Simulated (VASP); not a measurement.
Write the native input for VASP 6.6.1 that does the following.

```yaml
Task: single point
Functional: PBEsol
Potentials_or_basis: VASP PAW PBE potentials, release 64 (Ge_d)
Cutoff: 520 eV
k_mesh: 12 × 12 × 8
Occupations: gaussian, width 0.15 eV
Spin: no spin polarisation
Dipole_correction: no
Further_INCAR_settings: ALGO = Normal; EDIFF = 1e-06; NBANDS = 36
```

The structure of Ge lies in POSCAR:

```
Ge
1.0
    3.9969678642      0.0000000000      0.0000000000
   -1.9984839321      3.4614757085      0.0000000000
    0.0000000000      0.0000000000      6.5963651330
Ge
4
Direct
    0.6666666667      0.3333333333      0.0913366020
    0.3333333333      0.6666666667      0.5344871110
    0.6666666667      0.3333333333      0.4655128890
    0.3333333333      0.6666666667      0.9086633980
```

This cell differs from its parent crystal: mode 6 (211.4 1/cm) frozen in, largest displacement +0.188 Å.

These files were run (other wordings do the same):

INCAR

```
ALGO = Normal
EDIFF = 1E-6
ENCUT = 520
GGA = PS
ISIF = 2
ISMEAR = 0
LASPH = T
LCHARG = F
LREAL = F
LWAVE = F
NBANDS = 36
NELM = 80
PREC = Accurate
SIGMA = 0.15
```

KPOINTS

```
k-points
0
Gamma
  12 12 8
```

Potentials or basis: VASP PAW PBE potentials, release 64 (Ge_d).

Command:

```sh
$ cat potpaw_PBE.64/Ge_d/POTCAR > POTCAR
$ mpirun -np 1 vasp_std > vasp.out
```

It gave:

```
Pressure               : 0.9 GPa
Largest force          : 2.049 eV/Å
Band gap on the k mesh : zero (band 28 reaches 5.45 eV, above the bottom of band 29 at 4.72 eV)
```

Caveat: the cell differs from its parent crystal (mode 6 (211.4 1/cm) frozen in, largest displacement +0.188 Å); the PAW data sets were made with another functional, which shifts forces and pressure a little.

Wall time 13 min on 1 thread of AMD EPYC 7R13 (shared host), peak memory 0.38 GiB.
